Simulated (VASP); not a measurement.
# ZrO5 (P4/mmm) in VASP: notebook

Runs on ZrO5. Level: PBE. Tasks: single point, relaxation of cell and atoms.

Everything below comes from runs of VASP 6.6.1. Logs are shortened: lines on timing, memory, paths and dates and some standing lists are left out, and cuts for length are marked.

## Step 1: The cell of the first run

Symmetry: P4/mmm, No. 123, tetragonal system. The conventional cell has a = 2.498 Å, b = 2.498 Å, c = 10.581 Å, α = 90.00°, β = 90.00°, γ = 90.00°. Within 3.3 Å of Zr (site symmetry 4/mmm) lie 4 Zr at 2.50 Å and 8 O at 2.57 Å. O (site symmetry 4mm) has 12 O at 2.44 to 2.50 Å within 3.2 Å. Within 3.2 Å of O (site symmetry 4mm) lie 8 O at 2.44 to 2.50 Å and 4 Zr at 2.57 Å. O (site symmetry 4/mmm) has 18 O at 2.49 to 3.53 Å within 3.6 Å.

The cell was built from a structure type or drawn by symmetry, and may not be a known phase.

## Step 2: Single point, PBE

File INCAR:

```
SYSTEM = ZrO5
  ALGO = Normal
  EDIFF = 1E-7
  ENCUT = 520
  GGA = PE
  ISIF = 2
  ISMEAR = 0
  LASPH = .True.
  LCHARG = .False.
  LREAL = .False.
  LWAVE = .False.
  NBANDS = 30
  NELM = 100
  PREC = Accurate
  SIGMA = 0.1
```

File KPOINTS:

```
k-points
0
Gamma
  6 6 2
  0 0 0
```

File POSCAR:

```
ZrO5
1.0
    2.4979779100      0.0000000000      0.0000000000
    0.0000000000      2.4979779100      0.0000000000
    0.0000000000      0.0000000000     10.5813540000
Zr O
1 5
Direct
    0.5000000000      0.5000000000      0.0000000000
    0.5000000000      0.5000000000      0.3344822800
    0.5000000000      0.5000000000      0.6655177200
    0.0000000000      0.0000000000      0.1759868000
    0.0000000000      0.0000000000      0.8240132000
    0.0000000000      0.0000000000      0.5000000000
```

Potentials or basis: VASP PAW PBE potentials, release 64 (Zr_sv, O).

The run is started by

```
cat potpaw_PBE.64/Zr_sv/POTCAR potpaw_PBE.64/O/POTCAR > POTCAR
mpirun -np 1 vasp_std > vasp.out
```

OUTCAR:

```text
SYSTEM = ZrO5
   EDIFF = 1E-7
   ENCUT = 520
   GGA = PE
   ISIF = 2
   ISMEAR = 0
   LASPH = .True.
   LREAL = .False.
   NELM = 100
   PREC = Accurate

 ion  position               nearest neighbor table
   1  0.500  0.500  0.000-   4 2.57   5 2.57   4 2.57   5 2.57   4 2.57   5 2.57   4 2.57   5 2.57

   2  0.500  0.500  0.334-
   3  0.500  0.500  0.666-
   4  0.000  0.000  0.176-   1 2.57   1 2.57   1 2.57   1 2.57
   5  0.000  0.000  0.824-   1 2.57   1 2.57   1 2.57   1 2.57
   6  0.000  0.000  0.500-

  LATTYP: Found a simple tetragonal cell.
 ALAT       =     2.4979779100
 C/A-ratio  =     4.2359678033

  Lattice vectors:

 A1 = (   2.4979779100,   0.0000000000,   0.0000000000)
 A2 = (   0.0000000000,   2.4979779100,   0.0000000000)
 A3 = (   0.0000000000,   0.0000000000,  10.5813540000)

Analysis of symmetry for initial positions (statically):
=====================================================================
 Subroutine PRICEL returns:
 Original cell was already a primitive cell.

 Routine SETGRP: Setting up the symmetry group for a
 simple tetragonal supercell.

 Subroutine GETGRP returns: Found 16 space group operations
 (whereof 16 operations were pure point group operations)
 out of a pool of 16 trial point group operations.

The static configuration has the point symmetry D_4h.

Analysis of symmetry for dynamics (positions and initial velocities):
=====================================================================
 Subroutine PRICEL returns:
 Original cell was already a primitive cell.

 Routine SETGRP: Setting up the symmetry group for a
 simple tetragonal supercell.

 Subroutine GETGRP returns: Found 16 space group operations
 (whereof 16 operations were pure point group operations)
 out of a pool of 16 trial point group operations.

The dynamic configuration has the point symmetry D_4h.

 Subroutine INISYM returns: Found 16 space group operations
 (whereof 16 operations are pure point group operations),
 and found     1 'primitive' translations

----------------------------------------------------------------------------------------

                                     Primitive cell

  volume of cell :      66.0265

  direct lattice vectors                    reciprocal lattice vectors
     2.497977910  0.000000000  0.000000000     0.400323796  0.000000000  0.000000000
     0.000000000  2.497977910  0.000000000     0.000000000  0.400323796  0.000000000
     0.000000000  0.000000000 10.581354000     0.000000000  0.000000000  0.094505864

  length of vectors
     2.497977910  2.497977910 10.581354000     0.400323796  0.400323796  0.094505864

  position of ions in fractional coordinates (direct lattice)
     0.500000000  0.500000000  0.000000000
     0.500000000  0.500000000  0.334482280
     0.500000000  0.500000000  0.665517720
     0.000000000  0.000000000  0.175986800
     0.000000000  0.000000000  0.824013200
     0.000000000  0.000000000  0.500000000

  ion indices of the primitive-cell ions
   primitive index   ion index
                 1           1
                 2           2
                 3           3
                 4           4
                 5           5
                 6           6

----------------------------------------------------------------------------------------

 KPOINTS: k-points

Automatic generation of k-mesh.
 Grid dimensions read from file:
 generate k-points for:    6    6    2

 Generating k-lattice:

  Cartesian coordinates                     Fractional coordinates (reciprocal lattice)
     0.066720633  0.000000000  0.000000000     0.166666667  0.000000000  0.000000000
     0.000000000  0.066720633  0.000000000     0.000000000  0.166666667  0.000000000
     0.000000000  0.000000000  0.047252932     0.000000000  0.000000000  0.500000000

  Length of vectors
     0.066720633  0.066720633  0.047252932

  Shift w.r.t. Gamma in fractional coordinates (k-lattice)
     0.000000000  0.000000000  0.000000000

 Subroutine IBZKPT returns following result:
 ===========================================

[... 46 lines left out ...]

 E-fermi :   2.9181     XC(G=0): -11.2246

 val. band max:        2.9085361888   @ k =   0.3333   0.0000   0.5000
 cond. band min:       2.9210996832   @ k =   0.5000   0.0000   0.0000
 fundamental gap:      0.0125634944
 Fermi energy:         2.9180585176

 k-point     1 :       0.0000    0.0000    0.0000
  band No.  band energies     occupation
      1     -46.5339      2.00000
      2     -24.3697      2.00000
      3     -22.5607      2.00000
      4     -22.5607      2.00000
      5     -15.5699      2.00000
      6     -15.0688      2.00000
[... 22 lines left out ...]
     29       9.2537      0.00000
     30      11.3440      0.00000

 k-point     2 :       0.1667    0.0000    0.0000
  band No.  band energies     occupation
      1     -46.3789      2.00000
      2     -24.2133      2.00000
      3     -23.6343      2.00000
      4     -22.4654      2.00000
      5     -15.2347      2.00000
      6     -14.8364      2.00000
[... 22 lines left out ...]
     29       9.5649      0.00000
     30       9.6541      0.00000

 k-point     3 :       0.3333    0.0000    0.0000
  band No.  band energies     occupation
      1     -46.0510      2.00000
      2     -25.4780      2.00000
      3     -23.8822      2.00000
      4     -22.2693      2.00000
      5     -14.3906      2.00000
      6     -14.2996      2.00000
[... 22 lines left out ...]
     29       9.4674      0.00000
     30      10.4339      0.00000

 k-point     4 :       0.5000    0.0000    0.0000
  band No.  band energies     occupation
      1     -45.8769      2.00000
      2     -26.3015      2.00000
      3     -23.7063      2.00000
      4     -22.1682      2.00000
      5     -13.9665      2.00000
      6     -13.6994      2.00000
[... 484 lines left out ...]
     29       8.5002      0.00000
     30      12.9550      0.00000

 k-point    19 :       0.5000    0.3333    0.5000
  band No.  band energies     occupation
      1     -45.4141      2.00000
      2     -25.8059      2.00000
      3     -24.8530      2.00000
      4     -23.3369      2.00000
      5     -13.2269      2.00000
      6     -13.2224      2.00000
[... 22 lines left out ...]
     29      10.3260      0.00000
     30      16.6114      0.00000

 k-point    20 :       0.5000    0.5000    0.5000
  band No.  band energies     occupation
      1     -45.2478      2.00000
      2     -25.6274      2.00000
      3     -25.6274      2.00000
      4     -23.2070      2.00000
      5     -13.0695      2.00000
      6     -12.9301      2.00000
[... 22 lines left out ...]
     29      14.8572      0.00000
     30      16.2298      0.00000

------------------------ aborting loop because EDIFF is reached ----------------------------------------

  FORCE on cell =-STRESS in cart. coord.  units (eV):
  Direction    XX          YY          ZZ          XY          YZ          ZX
  --------------------------------------------------------------------------------------
  -------------------------------------------------------------------------------------
  Total        5.8230313      5.8230313    -18.7263155      0.0000000      0.0000000     -0.0000000
  in kB      141.2997113    141.2997113   -454.4064509      0.0000000      0.0000000     -0.0000000
  external PRESSURE =     -57.2690094 kB  Pullay stress =       0.0000000 kB

 VOLUME and BASIS-vectors are now :
 -----------------------------------------------------------------------------
  energy-cutoff  :      520.00
  volume of cell :       66.03
      direct lattice vectors                 reciprocal lattice vectors
     2.497977910  0.000000000  0.000000000     0.400323796  0.000000000  0.000000000
     0.000000000  2.497977910  0.000000000     0.000000000  0.400323796  0.000000000
     0.000000000  0.000000000 10.581354000     0.000000000  0.000000000  0.094505864

 POSITION                                       TOTAL-FORCE (eV/Angst)
 -----------------------------------------------------------------------------------
      1.24899      1.24899      0.00000         0.000000     -0.000000      0.000000
      1.24899      1.24899      3.53928         0.000000     -0.000000      1.263731
      1.24899      1.24899      7.04208         0.000000      0.000000     -1.263731
      0.00000      0.00000      1.86218         0.000000     -0.000000     -4.525201
      0.00000      0.00000      8.71918         0.000000     -0.000000      4.525201
      0.00000      0.00000      5.29068         0.000000     -0.000000      0.000000
 -----------------------------------------------------------------------------------
    total drift:                                0.000000      0.000000     -0.000000

  FREE ENERGIE OF THE ION-ELECTRON SYSTEM (eV)
  ---------------------------------------------------
  free  energy   TOTEN  =       -23.7850261395 eV

  energy  without entropy=      -23.7200420854  energy(sigma->0) =      -23.75253411
```

Wall time 39 s (1 thread of Intel Xeon 6975P-C (Granite Rapids), shared host); peak memory 0.18 GiB.

What came out:

* Free energy: -23.7850 eV
* Pressure: -5.7 GPa
* Largest force: 4.525 eV/Å
* Band gap on the k mesh: zero (bands 21 and 22 overlap by 1.12 eV)

Forces in eV/Å, atoms in the order of the input:
```
Zr   0.000  0.000  0.000
O    0.000  0.000  1.264
O    0.000  0.000 -1.264
O    0.000  0.000 -4.525
O    0.000  0.000  4.525
O    0.000  0.000  0.000
```

Stress tensor (GPa, compression positive):
```
 14.13   0.00   0.00
  0.00  14.13   0.00
  0.00   0.00 -45.44
```

Caveat: the k points lie up to 0.42 Å⁻¹ apart, too coarse for converged energies and pressures of a metal; forces of over 1 eV/Å act on the atoms, so gaps and moduli don't describe the material at rest.

## Step 3: Single point, PBE

This run uses another cell than the first one, of 13.81 Å³/atom.

File INCAR:

```
SYSTEM = ZrO5
ALGO     = Normal         ! electronic algorithm
EDIFF    = 1E-6           ! SCF threshold, eV
ENCUT    = 520            ! plane-wave cutoff, eV
GGA      = PE             ! functional
ISIF     = 2              ! what is computed and relaxed
ISMEAR   = 0              ! smearing method
LASPH    = .True.         ! aspherical terms in the spheres
LCHARG   = .False.        ! write CHGCAR
LREAL    = .False.        ! projectors in reciprocal space
LWAVE    = .False.        ! write WAVECAR
NBANDS   = 30             ! bands
NELM     = 100            ! most SCF steps
PREC     = Accurate       ! precision mode
SIGMA    = 0.1            ! smearing width, eV
```

KPOINTS is that of step 2.

File POSCAR:

```
ZrO5
1.0
    2.8756967252      0.0000000000      0.0000000000
    0.0000000000      2.8756967252      0.0000000000
    0.0000000000      0.0000000000     10.0189054860
Zr O
1 5
Direct
    0.5000000000      0.5000000000      0.0000000000
    0.5000000000      0.5000000000      0.4368132749
    0.5000000000      0.5000000000      0.5631867251
    0.0000000000      0.0000000000      0.1103795294
    0.0000000000      0.0000000000      0.8896204706
    0.0000000000      0.0000000000      0.5000000000
```

Potentials or basis: VASP PAW PBE potentials, release 64 (Zr_sv, O).

The run is started by

```
cat potpaw_PBE.64/Zr_sv/POTCAR potpaw_PBE.64/O/POTCAR > POTCAR
mpirun -np 1 vasp_std > vasp.out
```

Run time: 39 s. Hardware: 1 thread of Intel Xeon 6975P-C (Granite Rapids), shared host; peak memory 0.21 GiB.

The run converged. Its results:

- Free energy: -35.1866 eV
- Pressure: 0.8 GPa
- Largest force: 0.792 eV/Å
- Band gap on the k mesh: zero (bands 21 and 22 overlap by 0.26 eV)

Forces in eV/Å, atoms in the order of the input:
```
Zr   0.000  0.000  0.000
O    0.000  0.000 -0.792
O    0.000  0.000  0.792
O    0.000  0.000  0.013
O    0.000  0.000 -0.013
O    0.000  0.000  0.000
```

Stress tensor (GPa, compression positive):
```
0.19 0.00 0.00
0.00 0.19 0.00
0.00 0.00 2.07
```

Levels at points of the mesh, in eV from the Fermi level:
| k point | band 18 | band 19 | band 20 | band 21 | band 22 | band 23 | band 24 | band 25 |
| --- | --- | --- | --- | --- | --- | --- | --- | --- |
| (0.00, 0.00, 0.00) | -1.66 | -1.51 | -0.52 | 0.10 | 0.10 | 0.34 | 0.34 | 3.45 |
| (0.50, 0.00, 0.00) | -2.00 | -1.39 | -1.10 | -0.47 | 0.25 | 0.89 | 1.37 | 3.34 |
| (0.50, 0.50, 0.00) | -1.64 | -0.96 | -0.96 | 0.19 | 0.80 | 0.80 | 3.53 | 6.26 |
| (0.00, 0.00, 0.50) | -1.66 | -1.50 | -0.52 | 0.10 | 0.10 | 0.34 | 0.34 | 3.45 |
| (0.50, 0.00, 0.50) | -2.00 | -1.39 | -1.10 | -0.47 | 0.25 | 0.88 | 1.37 | 3.33 |
| (0.50, 0.50, 0.50) | -1.63 | -0.96 | -0.96 | 0.19 | 0.80 | 0.80 | 3.52 | 6.26 |

Caveat: the k points lie up to 0.36 Å⁻¹ apart.

## Step 4: Relaxation of cell and atoms, PBE

File INCAR:

```
SYSTEM = ZrO5
  PREC = Accurate
  ENCUT = 600
  EDIFF = 1E-6
  ISMEAR = 0
  SIGMA = 0.1
  LREAL = .False.
  LASPH = .True.
  NELM = 100
  ALGO = Normal
  ISIF = 3
  LWAVE = .False.
  LCHARG = .False.
  GGA = PE
  IBRION = 2
  NSW = 90
  EDIFFG = -0.04
```

File KPOINTS:

```
Automatic mesh
0
Gamma
  6 6 2
  0 0 0
```

File POSCAR:

```
ZrO5
1.0
    2.4979779100      0.0000000000      0.0000000000
    0.0000000000      2.4979779100      0.0000000000
    0.0000000000      0.0000000000     10.5813540000
Zr O
1 5
Direct
    0.5000000000      0.5000000000      0.0000000000
    0.5000000000      0.5000000000      0.3344822800
    0.5000000000      0.5000000000      0.6655177200
    0.0000000000      0.0000000000      0.1759868000
    0.0000000000      0.0000000000      0.8240132000
    0.0000000000      0.0000000000      0.5000000000
```

The run is started by

```
cat potpaw_PBE.64/Zr_sv/POTCAR potpaw_PBE.64/O/POTCAR > POTCAR
mpirun -np 1 vasp_std > vasp.out
```

Run time: 9.5 min. Hardware: 1 thread of Intel Xeon 6975P-C (Granite Rapids), shared host; peak memory 0.2 GiB.

It converged, with:

```
Free energy                           : -34.0459 eV
Relaxed volume                        : 9.27 Å³/atom
Relaxed cell                          : a = 3.241 Å, b = 3.241 Å, c = 5.297 Å, α = 90.00°, β = 90.00°, γ = 90.00°
Space group after relaxing (to 0.1 Å) : P4/mmm (No. 123)
Pressure after relaxing               : 0.0 GPa
Largest force after relaxing          : 0.036 eV/Å
Band gap on the k mesh                : zero (bands 21 and 22 overlap by 0.97 eV)
```

Forces in eV/Å, atoms in the order of the input:
```
Zr   0.000  0.000  0.000
O    0.000  0.000  0.028
O    0.000  0.000 -0.028
O    0.000  0.000 -0.036
O    0.000  0.000  0.036
O    0.000  0.000  0.000
```

Stress tensor (GPa, compression positive):
```
 0.01  0.00  0.00
 0.00  0.01  0.00
 0.00  0.00 -0.07
```

Final structure:
```
Zr O
1.0
     3.24052    0.00000    0.00000
     0.00000    3.24052    0.00000
     0.00000    0.00000    5.29716
Zr O
1 5
Direct
  0.50000 0.50000 0.00000
  0.50000 0.50000 0.38008
  0.50000 0.50000 0.61992
  0.00000 0.00000 0.17652
  0.00000 0.00000 0.82348
  0.00000 0.00000 0.50000
```

Levels at points of the mesh, in eV from the Fermi level:
| k point | band 18 | band 19 | band 20 | band 21 | band 22 | band 23 | band 24 | band 25 |
| --- | --- | --- | --- | --- | --- | --- | --- | --- |
| (0.00, 0.00, 0.00) | -3.90 | -1.48 | 0.16 | 0.16 | 0.17 | 0.17 | 2.62 | 2.94 |
| (0.50, 0.00, 0.00) | -2.83 | -1.69 | -1.31 | -1.10 | -0.69 | 2.19 | 3.85 | 4.36 |
| (0.50, 0.50, 0.00) | -4.30 | 0.15 | 0.15 | 0.28 | 0.28 | 3.41 | 4.64 | 4.64 |
| (0.00, 0.00, 0.50) | -1.46 | 0.07 | 0.07 | 0.19 | 0.19 | 0.48 | 1.29 | 2.94 |
| (0.50, 0.00, 0.50) | -0.58 | -0.50 | -0.06 | -0.06 | 0.36 | 1.88 | 2.36 | 3.38 |
| (0.50, 0.50, 0.50) | -0.12 | -0.12 | -0.08 | -0.08 | 0.50 | 2.24 | 3.31 | 3.85 |

Caveat: the k points lie up to 0.59 Å⁻¹ apart in the final cell, too coarse for converged energies and pressures of a metal; the volume moved by over 15 % at a fixed basis, so the end points are rough.

## Step 5: Single point, PBE

This run uses another cell than the first one, of 14.73 Å³/atom.

File INCAR:

```
PREC = Accurate
ENCUT = 520
EDIFF = 1E-6
ISMEAR = 0
SIGMA = 0.1
LREAL = F
LASPH = T
NELM = 80
ALGO = Normal
ISIF = 2
LWAVE = F
LCHARG = F
GGA = PE
NBANDS = 30
```

File KPOINTS:

```
regular mesh
0
Gamma
  14 14 4
```

File POSCAR:

```
ZrO5
1.0
    2.8789532574      0.0000000000      0.0000000000
    0.0000000000      2.8789532574      0.0000000000
    0.0000000000      0.0000000000     10.6614068845
Zr O
1 5
Direct
    0.5000000000      0.5000000000      0.0000000000
    0.5000000000      0.5000000000      0.4410401142
    0.5000000000      0.5000000000      0.5589598858
    0.0000000000      0.0000000000      0.1042255753
    0.0000000000      0.0000000000      0.8957744247
    0.0000000000      0.0000000000      0.5000000000
```

The run is started by

```
cat potpaw_PBE.64/Zr_sv/POTCAR potpaw_PBE.64/O/POTCAR > POTCAR
mpirun -np 1 vasp_std > vasp.out
```

It took 2 min on 1 thread of Intel Xeon 6975P-C (Granite Rapids), shared host; peak memory 0.36 GiB.

The run converged. Its results:

| Item | Value |
| --- | --- |
| Free energy | -35.2076 eV |
| Pressure | 0.6 GPa |
| Largest force | 0.864 eV/Å |
| Band gap on the k mesh | zero (bands 21 and 22 overlap by 0.32 eV) |

Forces in eV/Å, atoms in the order of the input:
```
Zr   0.000  0.000  0.000
O    0.000  0.000 -0.864
O    0.000  0.000  0.864
O    0.000  0.000  0.008
O    0.000  0.000 -0.008
O    0.000  0.000  0.000
```

Stress tensor (GPa, compression positive):
```
0.02 0.00 0.00
0.00 0.02 0.00
0.00 0.00 1.83
```

Levels at points of the mesh, in eV from the Fermi level:
| k point | band 18 | band 19 | band 20 | band 21 | band 22 | band 23 | band 24 | band 25 |
| --- | --- | --- | --- | --- | --- | --- | --- | --- |
| (0.00, 0.00, 0.00) | -1.72 | -1.48 | -0.57 | 0.08 | 0.08 | 0.34 | 0.34 | 3.32 |
| (0.50, 0.00, 0.00) | -1.97 | -1.34 | -1.15 | -0.53 | 0.23 | 0.75 | 1.37 | 3.20 |
| (0.50, 0.50, 0.00) | -1.60 | -0.97 | -0.97 | 0.15 | 0.79 | 0.79 | 3.39 | 6.08 |
| (0.00, 0.00, 0.50) | -1.72 | -1.47 | -0.57 | 0.08 | 0.08 | 0.34 | 0.34 | 3.32 |
| (0.50, 0.00, 0.50) | -1.97 | -1.34 | -1.15 | -0.53 | 0.23 | 0.74 | 1.37 | 3.20 |
| (0.50, 0.50, 0.50) | -1.60 | -0.97 | -0.97 | 0.15 | 0.79 | 0.79 | 3.39 | 6.08 |

Caveat: the standard files for N, O and F lose accuracy on very short bonds.

## Step 6: The runs side by side

| task | cell | k mesh | cutoff (eV) | gap on the mesh (eV) | pressure (GPa) | largest force (eV/Å) |
| --- | --- | --- | --- | --- | --- | --- |
| single point | a = 2.498, b = 2.498, c = 10.581 Å, 6 atoms, atomic positions A | 6 × 6 × 2 | 520 | none | -5.7 | 4.53 |
| single point | a = 2.876, b = 2.876, c = 10.019 Å, 6 atoms, atomic positions B | 6 × 6 × 2 | 520 | none | 0.8 | 0.79 |
| relaxation of cell and atoms | relaxed from a = 2.498, b = 2.498, c = 10.581 Å, 6 atoms, atomic positions A | 6 × 6 × 2 | 600 | none | 0.0 | 0.04 |
| single point | a = 2.879, b = 2.879, c = 10.661 Å, 6 atoms, atomic positions C | 14 × 14 × 4 | 520 | none | 0.6 | 0.86 |

Alike in all rows: level PBE; potentials or basis VASP PAW PBE potentials, release 64 (Zr_sv, O); no spin polarisation; smearing gaussian 0.1 eV.

Caveats: some runs use coarse meshes; forces of over 1 eV/Å act on the atoms, so gaps and moduli don't describe the material at rest (at least some runs); the volume moved by over 15 % at a fixed basis, so the end points are rough (at least some runs); the standard files for N, O and F lose accuracy on very short bonds (at least some runs).

Absolute energies hang on the potentials; compare differences alone.
